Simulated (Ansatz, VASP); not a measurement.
## MgS: VASP beside Ansatz

Contents of POSCAR:

```
MgS
1.0
    0.0000000000      2.8025680728      2.8696357606
    2.8025680728      0.0000000000      2.8696357606
    2.8025680728      2.8025680728      0.0000000000
Mg S
1 1
Direct
    0.0000000000      0.0000000000      0.0000000000
    0.2500000000      0.2500000000      0.2500000000
```

File INCAR.step1:

```
SYSTEM = MgS
PREC = Accurate
ENCUT = 520
EDIFF = 1E-5
ISMEAR = 0
SIGMA = 0.01
LREAL = .FALSE.
LASPH = .TRUE.
NELM = 60
ALGO = Normal
ISIF = 2
LWAVE = .TRUE.
LCHARG = .FALSE.
NBANDS = 11
GGA = PE
```

File INCAR.step2:

```
SYSTEM = MgS
PREC = Accurate
ENCUT = 520
EDIFF = 1E-7
ISMEAR = 0
SIGMA = 0.01
LREAL = .FALSE.
LASPH = .TRUE.
NELM = 60
ALGO = Normal
ISIF = 2
LWAVE = .FALSE.
LCHARG = .FALSE.
GGA = PE
LHFCALC = .TRUE.
HFSCREEN = 0.2079
PRECFOCK = Normal
NBANDS = 11
ISTART = 1
```

KPOINTS

```
regular mesh
0
G
  6 6 6
  0 0 0
```

Input for Ansatz:

```yaml
crystal:
  lattice:
    - [0.0, 2.8025680728, 2.8696357606]
    - [2.8025680728, 0.0, 2.8696357606]
    - [2.8025680728, 2.8025680728, 0.0]
  atoms:
    - { symbol: Mg, position: [0.0, 0.0, 0.0] }
    - { symbol: S, position: [0.25, 0.25, 0.25] }
kpoints:
  mp_grid: { grid: [6, 6, 6] }
  band_path:
    path:
      - [0.0, 0.0, 0.0]
      - [-0.5, -0.5, 0.0]
      - [-0.375, -0.375, 0.25]
      - [-0.375, 0.0, 0.375]
      - [0.0, 0.0, 0.5]
      - [-0.5, -0.25, 0.25]
    npoints: 1
hamiltonian:
  xc: hse06
scf:
  occupations: { method: fixed }
  n_extra_bands: 4
output:
  forces: true
  stress: true
  eigenvalues: true
```

Change from the starting cell: epitaxial_xy strain -1.0%.

Alike in both runs: task single point; functional HSE06; k mesh 6 × 6 × 6; no spin polarisation.

|  | VASP | Ansatz |
| --- | --- | --- |
| version | VASP 6.6.1 | Ansatz 0.2.0 |
| potentials or method | VASP PAW PBE potentials, release 64 (Mg, S) | plane waves, PAW |
| plane-wave cutoff (eV) | 520 | 420 |
| occupations | gaussian, width 0.01 eV | fixed |
| valence electrons in the cell | 8 | 16 |

```tsv
	VASP	Ansatz	Ansatz less VASP
gap on the k mesh at the Fermi level (eV)	4.52	4.54	+0.016
pressure (GPa)	0.2	0.4	+0.17
traceless stress, the component that is largest in VASP (GPa)	-0.39	-0.39	+0.005
```

VASP's potentials hold 8 valence electrons a cell and Ansatz's 16, so a difference there can come from the potentials and not from the codes. Ansatz's warnings: stress exchange threshold loose, stress scf threshold loose.
